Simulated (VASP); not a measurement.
Set up this calculation in VASP 6.6.1, as the native input.

- Task: electric field gradients
- Functional: PBE
- Potentials or basis: VASP PAW PBE potentials, release 64 (Si, C)
- Cutoff: 520 eV
- k mesh: 8 × 8 × 8
- Occupations: fermi-dirac, width 0.15 eV
- Spin: no spin polarisation
- Dipole correction: no
- Further INCAR settings: ALGO = Normal; EDIFF = 1e-08; NBANDS = 26

The structure of Si7C lies in POSCAR:

```
Si7C
1.0
    5.1949596077      0.0000000000      0.0000000000
    0.0000000000      5.1949596077      0.0000000000
    0.0000000000      0.0000000000      5.1949596077
Si C
7 1
Direct
    0.2243217188      0.2243217188      0.2243217188
    0.0000000000      0.5000000000      0.5000000000
    0.5000000000      0.5000000000      0.0000000000
    0.5000000000      0.0000000000      0.5000000000
    0.7756782812      0.2243217188      0.7756782812
    0.7756782812      0.7756782812      0.2243217188
    0.2243217188      0.7756782812      0.7756782812
    0.0000000000      0.0000000000      0.0000000000
```

The input as run:

INCAR

```
SYSTEM = Si7C
PREC = Accurate
ENCUT = 520
EDIFF = 1E-8
ISMEAR = -1
SIGMA = 0.15
LREAL = .FALSE.
LASPH = .TRUE.
NELM = 60
ALGO = Normal
ISIF = 2
LWAVE = .FALSE.
LCHARG = .FALSE.
GGA = PE
LEFG = .TRUE.
NBANDS = 26
```

KPOINTS

```
Automatic mesh
0
G
  8 8 8
  0 0 0
```

Potentials or basis: VASP PAW PBE potentials, release 64 (Si, C).

The run is started by

```sh
$ cat potpaw_PBE.64/Si/POTCAR potpaw_PBE.64/C/POTCAR > POTCAR
$ mpirun -np 1 vasp_std > vasp.out
```

It gave:

* Pressure: -0.1 GPa
* Largest force: 0.012 eV/Å
* Band gap on the k mesh: zero (bands 16 and 17 overlap by 0.41 eV)
* Largest electric field gradient by atom: Si +20.1, +6.1 (each value once); C -0.0 V/Å²

Caveat: semilocal functionals underestimate gaps, so a narrow gap can read as zero; without QUAD_EFG the Cq values of the log hold for a quadrupole moment of 1 mb, not for the nuclei.

It took 57 s on 1 thread of Intel(R) Xeon(R) Platinum 8559C (Emerald Rapids) (shared host), peak memory 0.28 GiB.
